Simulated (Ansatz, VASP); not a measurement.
# GaN in VASP and in Ansatz

File POSCAR:

```
GaN
1.0
    3.1799996605      0.0000000000      0.0000000000
   -1.5899998303      2.8090396998      0.0000000000
    0.0000000000      0.0000000000      5.1660000000
Ga N
2 2
Direct
    0.3333333333      0.6666666667      0.0000000000
    0.6666666667      0.3333333333      0.5000000000
    0.3333333333      0.6666666667      0.3750000000
    0.6666666667      0.3333333333      0.8750000000
```

The input INCAR.step1:

```
ALGO = Normal ; EDIFF = 1E-4
ENCUT = 520 ; GGA = PE
ISMEAR = 0 ; LASPH = T
LCHARG = F ; LREAL = F
LWAVE = T ; NBANDS = 26
NELM = 60 ; PREC = Accurate
SIGMA = 0.05
```

File INCAR.step2:

```
ALGO = Normal ; EDIFF = 1E-6
ENCUT = 520 ; ISIF = 2
ISMEAR = 0 ; ISTART = 1
LASPH = T ; LCHARG = F
LMIXTAU = T ; LREAL = F
LWAVE = F ; METAGGA = R2SCAN
NBANDS = 26 ; NELM = 60
PREC = Accurate ; SIGMA = 0.05
```

KPOINTS

```
k-points
0
Gamma
  12 12 6
```

Input for Ansatz:

```yaml
crystal:
  lattice:
    - [3.1799996605, 0.0, 0.0]
    - [-1.5899998303, 2.8090396998, 0.0]
    - [0.0, 0.0, 5.166]
  atoms:
    - { symbol: Ga, position: [0.3333333333, 0.6666666667, 0.0] }
    - { symbol: Ga, position: [0.6666666667, 0.3333333333, 0.5] }
    - { symbol: "N", position: [0.3333333333, 0.6666666667, 0.375] }
    - { symbol: "N", position: [0.6666666667, 0.3333333333, 0.875] }
basis:
  ecutwfc: 500
kpoints:
  mp_grid: { grid: [12, 12, 6] }
hamiltonian:
  xc: r2scan
scf:
  occupations: { method: gaussian, width: 0.05 }
output:
  forces: true
  stress: true
  eigenvalues: true
```

Change from the starting cell: strain +0.0200 x Voigt [0, 1, 0, 0, 0, 0], atoms carried along.

Alike in both runs: task single point; functional r2SCAN; k mesh 12 × 12 × 6; occupations gaussian, width 0.05 eV; no spin polarisation.

|  | VASP | Ansatz |
| --- | --- | --- |
| version | VASP 6.6.1 | Ansatz 0.2.0 |
| potentials or method | VASP PAW PBE potentials, release 64 (Ga_d, N), cutoff 520 eV | scalar-relativistic, plane waves, PAW |
| valence electrons in the cell | 36 | 36 |

Ansatz gave:

```
gap on the k mesh at the Fermi level (eV)                     : 2.22
least direct gap on the mesh (eV)                             : 2.22
pressure (GPa)                                                : -2.6
traceless stress, the component that is largest in VASP (GPa) : -4.86
rms of the force components (eV/Å)                            : 0.159
```

**Question.** Which values does VASP return?

**Answer.** gap on the k mesh at the Fermi level (eV): 2.21; least direct gap on the mesh (eV): 2.21; pressure (GPa): -1.6; traceless stress, the component that is largest in VASP (GPa): -4.92; rms of the force components (eV/Å): 0.161.

VASP's potentials were made for PBE, not for r2SCAN. Atom by atom the forces differ by 0.003 eV/Å (rms over components). With one functional, cell and mesh, what is left measures potentials, basis and numerics.
